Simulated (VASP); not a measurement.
Runs of VASP 6.6.1 on Al3As. The structure is that of space group I4/mmm (No. 139), or close to it. The cells are those of the table. 

```csv
task,cell,k mesh,cutoff (eV),gap on the mesh (eV),pressure (GPa)
single point,"a = 5.128 Å, angles 133.5, 133.5, 67.9°, 4 atoms",16 × 16 × 16,520,none,0.1
single point,"a = 5.154 Å, angles 135.6, 135.6, 64.7°, 4 atoms",6 × 6 × 6,520,none,(a)
single point,"a = 5.358 Å, angles 137.2, 137.2, 62.1°, 4 atoms",6 × 6 × 6,520,none,0.0
relaxation of cell and atoms,"relaxed from a = 5.154 Å, angles 135.6, 135.6, 64.7°, 4 atoms",6 × 6 × 6,600,none,0.0
```

Alike in all rows: level PBE; potentials or basis VASP PAW PBE potentials, release 64 (Al, As); no spin polarisation; smearing gaussian 0.1 eV.

Problem. Estimate the missing entries.

Solution. (a) 4.3.

Caveats: some runs use coarse meshes.

A k mesh can miss the band edges, and the runs leave out spin-orbit coupling on As.

A gap of «none» marks levels without a gap at the run's occupations.
